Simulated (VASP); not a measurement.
# Ru (P6_3/mmc) in VASP: notebook

Runs on Ru. Level: PBE. Tasks: single point, relaxation of cell and atoms.

Everything below comes from runs of VASP 6.6.1. Logs are shortened: lines on timing, memory, paths and dates and some standing lists are left out, and cuts for length are marked.

## (1) The cell of the first run

It takes space group P6_3/mmc (No. 194, hexagonal). The conventional cell has a = 2.698 Å, b = 2.698 Å, c = 8.757 Å, α = 90.00°, β = 90.00°, γ = 120.00°. Ru (site symmetry -3m) has 12 Ru at 2.69 to 2.70 Å within 3.5 Å. Ru (site symmetry -6m2) has 12 Ru at 2.69 to 2.70 Å within 3.5 Å.

## (2) Single point, PBE

INCAR

```
SYSTEM = Ru
PREC = Accurate
ENCUT = 520
EDIFF = 1E-6
ISMEAR = 0
SIGMA = 0.1
LREAL = .FALSE.
LASPH = .TRUE.
NELM = 60
ALGO = Normal
ISIF = 2
LWAVE = .FALSE.
LCHARG = .TRUE.
GGA = PE
LELF = .TRUE.
LVHAR = .TRUE.
NBANDS = 36
```

KPOINTS

```
regular mesh
0
G
  9 9 2
  0 0 0
```

POSCAR

```
Ru
1.0
    2.6981084601      0.0000000000      0.0000000000
   -1.3490542300      2.3366304686      0.0000000000
    0.0000000000      0.0000000000      8.7565968359
Ru
4
Direct
    0.0000000000      0.0000000000      0.0000000000
    0.0000000000      0.0000000000      0.5000000000
    0.3333333333      0.6666666667      0.7500000000
    0.6666666667      0.3333333333      0.2500000000
```

Potentials or basis: VASP PAW PBE potentials, release 64 (Ru_pv).

Started as:

```bash
> cat potpaw_PBE.64/Ru_pv/POTCAR > POTCAR
> mpirun -np 1 vasp_std > vasp.out
```

OUTCAR:

```text
SYSTEM = Ru
   PREC = Accurate
   ENCUT = 520
   EDIFF = 1E-6
   ISMEAR = 0
   LREAL = .FALSE.
   LASPH = .TRUE.
   NELM = 60
   ISIF = 2
   GGA = PE

 ion  position               nearest neighbor table
   1  0.000  0.000  0.000-   3 2.69   4 2.69   3 2.69   4 2.69   4 2.69   3 2.69
   2  0.000  0.000  0.500-   3 2.69   4 2.69   3 2.69   4 2.69   4 2.69   3 2.69
   3  0.333  0.667  0.750-   1 2.69   2 2.69   1 2.69   2 2.69   1 2.69   2 2.69
   4  0.667  0.333  0.250-   1 2.69   2 2.69   1 2.69   2 2.69   1 2.69   2 2.69

  LATTYP: Found a hexagonal cell.
 ALAT       =     2.6981084601
 C/A-ratio  =     3.2454576847

  Lattice vectors:

 A1 = (   2.6981084601,   0.0000000000,   0.0000000000)
 A2 = (  -1.3490542300,   2.3366304686,   0.0000000000)
 A3 = (   0.0000000000,   0.0000000000,   8.7565968359)

Analysis of symmetry for initial positions (statically):
=====================================================================
 Subroutine PRICEL returns:
 Original cell was already a primitive cell.

 Routine SETGRP: Setting up the symmetry group for a
 hexagonal supercell.

 Subroutine GETGRP returns: Found 24 space group operations
 (whereof 12 operations were pure point group operations)
 out of a pool of 24 trial point group operations.

The static configuration has the point symmetry D_3d.
 The point group associated with its full space group is D_6h.

Analysis of symmetry for dynamics (positions and initial velocities):
=====================================================================
 Subroutine PRICEL returns:
 Original cell was already a primitive cell.

 Routine SETGRP: Setting up the symmetry group for a
 hexagonal supercell.

 Subroutine GETGRP returns: Found 24 space group operations
 (whereof 12 operations were pure point group operations)
 out of a pool of 24 trial point group operations.

The dynamic configuration has the point symmetry D_3d.
 The point group associated with its full space group is D_6h.

 Subroutine INISYM returns: Found 24 space group operations
 (whereof 12 operations are pure point group operations),
 and found     1 'primitive' translations

----------------------------------------------------------------------------------------

                                     Primitive cell

  volume of cell :      55.2058

  direct lattice vectors                    reciprocal lattice vectors
     2.698108460  0.000000000  0.000000000     0.370630023  0.213983343  0.000000000
    -1.349054230  2.336630469  0.000000000     0.000000000  0.427966687  0.000000000
     0.000000000  0.000000000  8.756596836     0.000000000  0.000000000  0.114199616

  length of vectors
     2.698108460  2.698108460  8.756596836     0.427966687  0.427966687  0.114199616

  position of ions in fractional coordinates (direct lattice)
     0.000000000  0.000000000  0.000000000
     0.000000000  0.000000000  0.500000000
     0.333333333  0.666666667  0.750000000
     0.666666667  0.333333333  0.250000000

  ion indices of the primitive-cell ions
   primitive index   ion index
                 1           1
                 2           2
                 3           3
                 4           4

----------------------------------------------------------------------------------------

 KPOINTS: regular mesh

Automatic generation of k-mesh.
 Grid dimensions read from file:
 generate k-points for:    9    9    2

 Generating k-lattice:

  Cartesian coordinates                     Fractional coordinates (reciprocal lattice)
     0.041181114  0.023775927  0.000000000     0.111111111  0.000000000  0.000000000
     0.000000000  0.047551854  0.000000000     0.000000000  0.111111111  0.000000000
     0.000000000  0.000000000  0.057099808     0.000000000  0.000000000  0.500000000

  Length of vectors
     0.047551854  0.047551854  0.057099808

  Shift w.r.t. Gamma in fractional coordinates (k-lattice)
     0.000000000  0.000000000  0.000000000

 Subroutine IBZKPT returns following result:
 ===========================================

 Found     24 irreducible k-points:

 Following reciprocal coordinates:
            Coordinates               Weight
  0.000000  0.000000  0.000000      1.000000
  0.111111  0.000000  0.000000      6.000000
  0.222222  0.000000  0.000000      6.000000
  0.333333  0.000000  0.000000      6.000000
  0.444444  0.000000  0.000000      6.000000
  0.111111  0.111111  0.000000      6.000000
[... 16 lines left out ...]
  0.333333  0.222222  0.500000     12.000000
  0.333333  0.333333  0.500000      2.000000
   k-points           NKPTS =     24   k-points in BZ     NKDIM =     24   number of bands    NBANDS=     36
   number of dos      NEDOS =    301   number of ions     NIONS =      4
   total plane-waves  NPLWV =  28000
   dimension x,y,z NGX =    20 NGY =   20 NGZ =   70
   dimension x,y,z NGXF=    40 NGYF=   40 NGZF=  140
   ions per type =               4
   NGX,Y,Z   is equivalent  to a cutoff of  12.32, 12.32, 13.29 a.u.
   NGXF,Y,Z  is equivalent  to a cutoff of  24.65, 24.65, 26.58 a.u.
 SYSTEM =  Ru
   PREC   = accura    normal or accurate (medium, high low for compatibility)
   ISTART =      0    job   : 0-new  1-cont  2-samecut
   ICHARG =      2    charge: 1-file 2-atom 10-const
   ISPIN  =      1    spin polarized calculation?
   LNONCOLLINEAR =      F non collinear calculations
   LSORBIT =      F    spin-orbit coupling
   LASPH  =      T    aspherical Exc in radial PAW
   ENCUT  =  520.0 eV  38.22 Ry    6.18 a.u.   5.02  5.02 16.28*2*pi/ulx,y,z
   NELM   =     60;   NELMIN=  2; NELMDL= -5     # of ELM steps
   EDIFF  = 0.1E-05   stopping-criterion for ELM
   LREAL  =      F    real-space projection
   EDIFFG = 0.1E-04   stopping-criterion for IOM
   NSW    =      0    number of steps for IOM
   IBRION =     -1    ionic relax: 0-MD 1-quasi-New 2-CG
   NFREE  =      0    steps in history (QN), initial steepest desc. (CG)
   ISIF   =      2    stress and relaxation
   ISYM   =      2    0-nonsym 1-usesym 2-fastsym
   POTIM  = 0.5000    time-step for ionic-motion
   TEBEG  =    0.0;   TEEND  =   0.0 temperature during run
   PSTRESS=    0.0 pullay stress
   NELECT =      56.0000    total number of electrons
   NUPDOWN=      -1.0000    fix difference up-down
   EMIN   =  10.00;   EMAX   =-10.00  energy-range for DOS
   EFERMI =   0.00;   METHOD = LEGACY
   ISMEAR =     0;   SIGMA  =   0.10  broadening in eV -4-tet -1-fermi 0-gaus
   EFERMI_NEDOS =   21; number of points for ismear=-14 and -15
   IALGO  =     38    algorithm
   IMIX   =      4    mixing-type and parameters
     AMIX     =   0.40;   BMIX     =  1.00
     AMIX_MAG =   1.60;   BMIX_MAG =  1.00
  volume/ion in A,a.u.               =      13.80        93.14
  Fermi-wavevector in a.u.,A,eV,Ry     =   1.644912  3.108432 36.813750  2.705734
  Thomas-Fermi vector in A             =   2.734798
   LORBIT       =      0    0 simple, 1 ext, 2 COOP (PROOUT), +10 PAW based schemes
   GGA     = PE    functional components
   LHFCALC =     F    Hartree Fock is set to
   AEXX    =    0.0000 exact exchange contribution
   IVDW    =     0    specifies the selected vdW correction
   LEPSILON=     F    determine dielectric tensor
   LRPA    =     F    only Hartree local field effects (RPA)
 non-spin polarized calculation
 Gauss-broadening in eV      SIGMA  =   0.10
  energy-cutoff  :      520.00
  volume of cell :       55.21
 maximum number of plane-waves:      1512
 NGX is ok and might be reduce to    20
   NGX =  9   NGY =  9   NGZ = 33

 number of electron      55.9999989 magnetization

 Free energy of the ion-electron system (eV)
  ---------------------------------------------------
  ext. energy  EPLUGINS =         0.00000000
  ---------------------------------------------------
  free energy    TOTEN  =       -36.71087088 eV

  energy without entropy =      -36.69111203  energy(sigma->0) =      -36.70099145

 E-fermi :  12.5517     XC(G=0): -14.0177

 val. band max:       12.4864859677   @ k =   0.0000   0.0000   0.0000
 cond. band min:      12.5605201726   @ k =   0.2222   0.1111   0.5000
 fundamental gap:      0.0740342050
 Fermi energy:        12.5517350685

 k-point     1 :       0.0000    0.0000    0.0000
  band No.  band energies     occupation
      1     -30.9730      2.00000
      2     -30.5066      2.00000
      3     -30.4377      2.00000
      4     -30.1306      2.00000
      5     -30.1306      2.00000
      6     -30.0691      2.00000
[... 28 lines left out ...]
     35      14.0100      0.00000
     36      14.0100      0.00000

 k-point     2 :       0.1111    0.0000    0.0000
  band No.  band energies     occupation
      1     -30.9340      2.00000
      2     -30.5201      2.00000
      3     -30.4579      2.00000
      4     -30.2190      2.00000
      5     -30.1592      2.00000
      6     -30.1261      2.00000
[... 28 lines left out ...]
     35      14.0702      0.00000
     36      16.2724      0.00000

 k-point     3 :       0.2222    0.0000    0.0000
  band No.  band energies     occupation
      1     -30.8292      2.00000
      2     -30.6096      2.00000
      3     -30.5677      2.00000
      4     -30.4284      2.00000
      5     -30.3339      2.00000
      6     -30.2285      2.00000
[... 28 lines left out ...]
     35      14.2073      0.00000
     36      18.9389      0.00000
[... 742 lines left out ...]
 k-point    23 :       0.3333    0.2222    0.5000
  band No.  band energies     occupation
      1     -30.8148      2.00000
      2     -30.8148      2.00000
      3     -30.7599      2.00000
      4     -30.7599      2.00000
      5     -30.5203      2.00000
      6     -30.5203      2.00000
[... 28 lines left out ...]
     35      20.1954      0.00000
     36      20.1954      0.00000

 k-point    24 :       0.3333    0.3333    0.5000
  band No.  band energies     occupation
      1     -30.7579      2.00000
      2     -30.7579      2.00000
      3     -30.7120      2.00000
      4     -30.7120      2.00000
      5     -30.5986      2.00000
      6     -30.5986      2.00000
[... 28 lines left out ...]
     35      20.2831      0.00000
     36      20.2831      0.00000

------------------------ aborting loop because EDIFF is reached ----------------------------------------

  FORCE on cell =-STRESS in cart. coord.  units (eV):
  Direction    XX          YY          ZZ          XY          YZ          ZX
  --------------------------------------------------------------------------------------
  -------------------------------------------------------------------------------------
  Total       -0.0537607     -0.0537607     -0.0340377     -0.0000000      0.0000000      0.0000000
  in kB       -1.5602365     -1.5602365     -0.9878400     -0.0000000      0.0000000      0.0000000
  external PRESSURE =      -1.3694377 kB  Pullay stress =       0.0000000 kB

 VOLUME and BASIS-vectors are now :
 -----------------------------------------------------------------------------
  energy-cutoff  :      520.00
  volume of cell :       55.21
      direct lattice vectors                 reciprocal lattice vectors
     2.698108460  0.000000000  0.000000000     0.370630023  0.213983343  0.000000000
    -1.349054230  2.336630469  0.000000000     0.000000000  0.427966687  0.000000000
     0.000000000  0.000000000  8.756596836     0.000000000  0.000000000  0.114199616

 POSITION                                       TOTAL-FORCE (eV/Angst)
 -----------------------------------------------------------------------------------
      0.00000      0.00000      0.00000         0.000000      0.000000      0.000000
      0.00000      0.00000      4.37830         0.000000      0.000000      0.000000
     -0.00000      1.55775      6.56745        -0.000000     -0.000000     -0.000000
      1.34905      0.77888      2.18915         0.000000      0.000000      0.000000
 -----------------------------------------------------------------------------------
    total drift:                                0.000000     -0.000000      0.000000

  FREE ENERGIE OF THE ION-ELECTRON SYSTEM (eV)
  ---------------------------------------------------
  free  energy   TOTEN  =       -36.7108708799 eV

  energy  without entropy=      -36.6911120275  energy(sigma->0) =      -36.70099145
```

Run time: 31 s. Hardware: 1 thread of Intel Xeon Platinum 8488C (Sapphire Rapids), shared host; peak memory 0.18 GiB.

Results:

* Free energy: -36.7109 eV
* Pressure: -0.1 GPa
* Band gap on the k mesh: zero (bands 28 and 29 overlap by 2.46 eV)

Levels at points of the mesh, in eV from the Fermi level:
| k point | band 24 | band 25 | band 26 | band 27 | band 28 | band 29 | band 30 | band 31 | band 32 | band 33 |
| --- | --- | --- | --- | --- | --- | --- | --- | --- | --- | --- |
| (0.00, 0.00, 0.00) | -2.23 | -2.23 | -2.12 | -2.12 | -0.78 | -0.78 | -0.07 | -0.07 | 0.53 | 0.53 |
| (0.00, 0.00, 0.50) | -2.38 | -2.38 | -2.38 | -0.75 | -0.75 | -0.39 | -0.39 | -0.39 | -0.39 | 1.03 |

(Part 1 of 2 ends here.)

The gap in the log of VASP goes by the Fermi energy; the results here count the filled bands.